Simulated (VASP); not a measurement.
# BaTe (I4mm) in VASP: single point with PBEsol

Aim: the single point of BaTe with PBEsol.

All numbers are computed with VASP 6.6.1; they aren't measurements. Logs are shortened: lines on timing, memory, paths and dates and some standing lists are left out, and cuts for length are marked.

## (1) The cell of the first run

The structure is tetragonal, space group I4mm (No. 107). Conventional cell: a = 4.984 Å, b = 4.984 Å, c = 6.435 Å, α = 90.00°, β = 90.00°, γ = 90.00°. Ba (site symmetry 4mm) has 6 Te at 3.10 to 3.53 Å within 4.1 Å. Within 4.1 Å of Te (site symmetry 4mm) lie 6 Ba at 3.10 to 3.53 Å.

## (2) Single point, PBEsol (strained and its atoms moved)

Input file INCAR:

```
PREC = Accurate
ENCUT = 520
EDIFF = 1E-6
ISMEAR = 0
SIGMA = 0.02
LREAL = F
LASPH = T
NELM = 100
ALGO = Normal
ISIF = 2
LWAVE = F
LCHARG = F
GGA = PS
NBANDS = 15
```

Input file KPOINTS:

```
Automatic mesh
0
Gamma
  8 8 8
```

Input file POSCAR:

```
BaTe
1.0
    0.0000000000      3.2175055000      3.5244055000
    3.5244055000      0.0000000000      3.5244055000
    3.5244055000      3.2175055000      0.0000000000
Ba Te
1 1
Direct
   -0.0087976540      0.0087976540     -0.0087976540
    0.5087976540      0.4912023460      0.5087976540
```

Potentials or basis: VASP PAW PBE potentials, release 64 (Ba_sv, Te).

Launch:

```console
cat potpaw_PBE.64/Ba_sv/POTCAR potpaw_PBE.64/Te/POTCAR > POTCAR
mpirun -np 1 vasp_std > vasp.out
```

OUTCAR:

```text
PREC = Accurate
   ENCUT = 520
   EDIFF = 1E-6
   ISMEAR = 0
   LREAL = F
   LASPH = T
   NELM = 100
   ISIF = 2
   GGA = PS

 ion  position               nearest neighbor table
   1  0.991  0.009  0.991-   2 3.10   2 3.33   2 3.53   2 3.53   2 3.53   2 3.53
   2  0.509  0.491  0.509-   1 3.10   1 3.33   1 3.53   1 3.53   1 3.53   1 3.53

  LATTYP: Found a body centered tetragonal cell.
 ALAT       =     4.9842620574
 C/A-ratio  =     1.2910659443

  Lattice vectors:

 A1 = (   0.0000000000,  -3.2175055000,   3.5244055000)
 A2 = (   0.0000000000,  -3.2175055000,  -3.5244055000)
 A3 = (   3.5244055000,   3.2175055000,   0.0000000000)

Analysis of symmetry for initial positions (statically):
=====================================================================
 Subroutine PRICEL returns:
 Original cell was already a primitive cell.

 Routine SETGRP: Setting up the symmetry group for a
 body centered tetragonal supercell.

 Subroutine GETGRP returns: Found  8 space group operations
 (whereof  8 operations were pure point group operations)
 out of a pool of 16 trial point group operations.

The static configuration has the point symmetry C_4v.

Analysis of symmetry for dynamics (positions and initial velocities):
=====================================================================
 Subroutine PRICEL returns:
 Original cell was already a primitive cell.

 Routine SETGRP: Setting up the symmetry group for a
 body centered tetragonal supercell.

 Subroutine GETGRP returns: Found  8 space group operations
 (whereof  8 operations were pure point group operations)
 out of a pool of 16 trial point group operations.

The dynamic configuration has the point symmetry C_4v.

 Subroutine INISYM returns: Found  8 space group operations
 (whereof  8 operations are pure point group operations),
 and found     1 'primitive' translations

----------------------------------------------------------------------------------------

                                     Primitive cell

  volume of cell :      79.9321

  direct lattice vectors                    reciprocal lattice vectors
     0.000000000  3.217505500  3.524405500    -0.141867898  0.155399890  0.141867898
     3.524405500  0.000000000  3.524405500     0.141867898 -0.155399890  0.141867898
     3.524405500  3.217505500  0.000000000     0.141867898  0.155399890 -0.141867898

  length of vectors
     4.772187734  4.984262057  4.772187734     0.253775741  0.253775741  0.253775741

  position of ions in fractional coordinates (direct lattice)
     0.991202346  0.008797654  0.991202346
     0.508797654  0.491202346  0.508797654

  ion indices of the primitive-cell ions
   primitive index   ion index
                 1           1
                 2           2

----------------------------------------------------------------------------------------

 KPOINTS: Automatic mesh

Automatic generation of k-mesh.
 Grid dimensions read from file:
 generate k-points for:    8    8    8

 Generating k-lattice:

  Cartesian coordinates                     Fractional coordinates (reciprocal lattice)
    -0.017733487  0.019424986  0.017733487     0.125000000  0.000000000  0.000000000
     0.017733487 -0.019424986  0.017733487     0.000000000  0.125000000  0.000000000
     0.017733487  0.019424986 -0.017733487     0.000000000  0.000000000  0.125000000

  Length of vectors
     0.031721968  0.031721968  0.031721968

  Shift w.r.t. Gamma in fractional coordinates (k-lattice)
     0.000000000  0.000000000  0.000000000

 Subroutine IBZKPT returns following result:
 ===========================================

 Found     59 irreducible k-points:

 Following reciprocal coordinates:
            Coordinates               Weight
  0.000000  0.000000  0.000000      1.000000
  0.125000  0.000000  0.000000      8.000000
  0.250000  0.000000  0.000000      8.000000
  0.375000  0.000000  0.000000      8.000000
  0.500000  0.000000  0.000000      4.000000
  0.125000  0.125000  0.000000      4.000000
[... 16 lines left out ...]
  0.250000  0.000000  0.125000      8.000000
  0.375000  0.000000  0.125000      8.000000
 [... further k-points ...]
   k-points           NKPTS =     59   k-points in BZ     NKDIM =     59   number of bands    NBANDS=     15
   number of dos      NEDOS =    301   number of ions     NIONS =      2
   total plane-waves  NPLWV =  51840
   dimension x,y,z NGX =    36 NGY =   40 NGZ =   36
   dimension x,y,z NGXF=    72 NGYF=   80 NGZF=   72
   ions per type =               1   1
   NGX,Y,Z   is equivalent  to a cutoff of  12.54, 13.34, 12.54 a.u.
   NGXF,Y,Z  is equivalent  to a cutoff of  25.08, 26.68, 25.08 a.u.
 SYSTEM =  unknown system
   PREC   = accura    normal or accurate (medium, high low for compatibility)
   ISTART =      0    job   : 0-new  1-cont  2-samecut
   ICHARG =      2    charge: 1-file 2-atom 10-const
   ISPIN  =      1    spin polarized calculation?
   LNONCOLLINEAR =      F non collinear calculations
   LSORBIT =      F    spin-orbit coupling
   LASPH  =      T    aspherical Exc in radial PAW
   ENCUT  =  520.0 eV  38.22 Ry    6.18 a.u.   8.87  9.27  8.87*2*pi/ulx,y,z
   NELM   =    100;   NELMIN=  2; NELMDL= -5     # of ELM steps
   EDIFF  = 0.1E-05   stopping-criterion for ELM
   LREAL  =      F    real-space projection
   EDIFFG = 0.1E-04   stopping-criterion for IOM
   NSW    =      0    number of steps for IOM
   IBRION =     -1    ionic relax: 0-MD 1-quasi-New 2-CG
   NFREE  =      0    steps in history (QN), initial steepest desc. (CG)
   ISIF   =      2    stress and relaxation
   ISYM   =      2    0-nonsym 1-usesym 2-fastsym
   POTIM  = 0.5000    time-step for ionic-motion
   TEBEG  =    0.0;   TEEND  =   0.0 temperature during run
   PSTRESS=    0.0 pullay stress
   NELECT =      16.0000    total number of electrons
   NUPDOWN=      -1.0000    fix difference up-down
   EMIN   =  10.00;   EMAX   =-10.00  energy-range for DOS
   EFERMI =   0.00;   METHOD = LEGACY
   ISMEAR =     0;   SIGMA  =   0.02  broadening in eV -4-tet -1-fermi 0-gaus
   EFERMI_NEDOS =   21; number of points for ismear=-14 and -15
   IALGO  =     38    algorithm
   IMIX   =      4    mixing-type and parameters
     AMIX     =   0.40;   BMIX     =  1.00
     AMIX_MAG =   1.60;   BMIX_MAG =  1.00
  volume/ion in A,a.u.               =      39.97       269.70
  Fermi-wavevector in a.u.,A,eV,Ry     =   0.957652  1.809700 12.477872  0.917098
  Thomas-Fermi vector in A             =   2.086689
   LORBIT       =      0    0 simple, 1 ext, 2 COOP (PROOUT), +10 PAW based schemes
   GGA     = PS    functional components
   LHFCALC =     F    Hartree Fock is set to
   AEXX    =    0.0000 exact exchange contribution
   IVDW    =     0    specifies the selected vdW correction
   LEPSILON=     F    determine dielectric tensor
   LRPA    =     F    only Hartree local field effects (RPA)
 non-spin polarized calculation
 Gauss-broadening in eV      SIGMA  =   0.02
  energy-cutoff  :      520.00
  volume of cell :       79.93
 maximum number of plane-waves:      2176
   NGX = 17   NGY = 19   NGZ = 17

 number of electron      16.0000000 magnetization

 Free energy of the ion-electron system (eV)
  ---------------------------------------------------
  ext. energy  EPLUGINS =         0.00000000
  ---------------------------------------------------
  free energy    TOTEN  =        -8.97827882 eV

  energy without entropy =       -8.97827882  energy(sigma->0) =       -8.97827882

 E-fermi :   3.0375     XC(G=0):  -8.6804

 val. band max:        2.8826362198   @ k =   0.0000   0.0000   0.0000
 cond. band min:       3.8562511532   @ k =   0.5000   0.0000   0.5000
 fundamental gap:      0.9736149334
 Fermi energy:         3.0375356080

 k-point     1 :       0.0000    0.0000    0.0000
  band No.  band energies     occupation
      1     -24.1720      2.00000
      2      -9.4289      2.00000
      3      -9.3170      2.00000
      4      -9.3170      2.00000
      5      -7.1341      2.00000
      6       2.4808      2.00000
      7       2.4808      2.00000
      8       2.8826      2.00000
      9       5.2576      0.00000
     10       5.2730      0.00000
     11       5.2730      0.00000
     12       5.8573      0.00000
     13       5.9240      0.00000
     14       6.9067      0.00000
     15       9.4699      0.00000

 k-point     2 :       0.1250    0.0000    0.0000
  band No.  band energies     occupation
      1     -24.1690      2.00000
      2      -9.5187      2.00000
      3      -9.3457      2.00000
      4      -9.3235      2.00000
      5      -6.9586      2.00000
      6       1.9871      2.00000
      7       2.2273      2.00000
      8       2.4959      2.00000
      9       5.3327      0.00000
     10       5.5005      0.00000
     11       5.8265      0.00000
     12       6.0723      0.00000
     13       6.4022      0.00000
     14       7.5357      0.00000
     15      10.0236      0.00000

 k-point     3 :       0.2500    0.0000    0.0000
  band No.  band energies     occupation
      1     -24.1616      2.00000
      2      -9.7473      2.00000
      3      -9.3544      2.00000
      4      -9.3392      2.00000
      5      -6.5735      2.00000
      6       1.0936      2.00000
      7       1.7677      2.00000
      8       1.8822      2.00000
      9       5.6137      0.00000
     10       6.1212      0.00000
     11       6.3181      0.00000
     12       7.2449      0.00000
     13       7.5491      0.00000
     14       8.8689      0.00000
     15      10.9831      0.00000
[... 343 lines left out ...]
 k-point    23 :       0.2500    0.0000    0.1250
  band No.  band energies     occupation
      1     -24.1607      2.00000
      2      -9.7681      2.00000
      3      -9.3602      2.00000
      4      -9.3569      2.00000
      5      -6.4992      2.00000
      6       1.0283      2.00000
      7       1.8937      2.00000
      8       1.9778      2.00000
      9       5.2041      0.00000
     10       6.0133      0.00000
     11       6.4246      0.00000
     12       6.8417      0.00000
     13       6.9640      0.00000
     14      10.1147      0.00000
     15      11.3267      0.00000

 k-point    24 :       0.3750    0.0000    0.1250
  band No.  band energies     occupation
      1     -24.1533      2.00000
      2      -9.9167      2.00000
      3      -9.3762      2.00000
      4      -9.3690      2.00000
      5      -6.2504      2.00000
      6       0.5311      2.00000
      7       1.4786      2.00000
      8       1.6232      2.00000
      9       5.4616      0.00000
     10       6.9578      0.00000
     11       7.2951      0.00000
     12       7.7826      0.00000
     13       8.0537      0.00000
     14       9.8082      0.00000
     15      10.8313      0.00000

 [... further k-points ...]
[... 5 lines left out ...]
  --------------------------------------------------------------------------------------
  -------------------------------------------------------------------------------------
  Total       -0.1790582      5.2433064     -0.1790582      0.0000000      0.0000000      0.0000000
  in kB       -3.5890854    105.0980800     -3.5890854      0.0000000      0.0000000      0.0000000
  external PRESSURE =      32.6399698 kB  Pullay stress =       0.0000000 kB

 VOLUME and BASIS-vectors are now :
 -----------------------------------------------------------------------------
  energy-cutoff  :      520.00
  volume of cell :       79.93
      direct lattice vectors                 reciprocal lattice vectors
     0.000000000  3.217505500  3.524405500    -0.141867898  0.155399890  0.141867898
     3.524405500  0.000000000  3.524405500     0.141867898 -0.155399890  0.141867898
     3.524405500  3.217505500  0.000000000     0.141867898  0.155399890 -0.141867898

 POSITION                                       TOTAL-FORCE (eV/Angst)
 -----------------------------------------------------------------------------------
      3.52441      6.37840      3.52441         0.000000      0.771885      0.000000
      3.52441      3.27412      3.52441         0.000000     -0.771885      0.000000
 -----------------------------------------------------------------------------------
    total drift:                               -0.000000     -0.000052     -0.000000

  FREE ENERGIE OF THE ION-ELECTRON SYSTEM (eV)
  ---------------------------------------------------
  free  energy   TOTEN  =        -8.9782788235 eV

  energy  without entropy=       -8.9782788235  energy(sigma->0) =       -8.97827882
```

Wall time 66 s (1 thread of AMD EPYC 7R43 (Zen 3), shared host); peak memory 0.22 GiB.

Results:

- Free energy: -8.9783 eV
- Pressure: 3.3 GPa
- Largest force: 0.772 eV/Å
- Band gap on the k mesh: 0.97 eV, indirect (least direct gap 1.42 eV)

Forces in eV/Å, atoms in the order of the input:
```
Ba   0.000  0.772  0.000
Te   0.000 -0.772  0.000
```

Levels at points of the mesh, in eV from the valence-band top:
```
           k point  band 4  band 5  band 6  band 7  band 8  band 9  band 10  band 11  band 12  band 13
(0.00, 0.00, 0.00)  -12.20  -10.02   -0.40   -0.40    0.00    2.38     2.39     2.39     2.97     3.04
(0.50, 0.00, 0.00)  -12.24   -8.95   -2.76   -1.60   -1.59    3.85     4.51     4.78     4.90     6.42
(0.50, 0.50, 0.00)  -12.27   -9.80   -1.58   -0.74   -0.34    1.07     3.88     5.00     5.44     5.60
(0.50, 0.00, 0.50)  -12.35   -9.77   -1.02   -0.83   -0.83    0.97     4.43     4.58     5.52     5.52
```

Caveat: the cell differs from its parent crystal (strained and its atoms moved); the PAW data sets were made with another functional, which shifts forces and pressure a little; spin-orbit coupling is left out, which moves the levels of the heavy elements. A k mesh can miss the band edges.
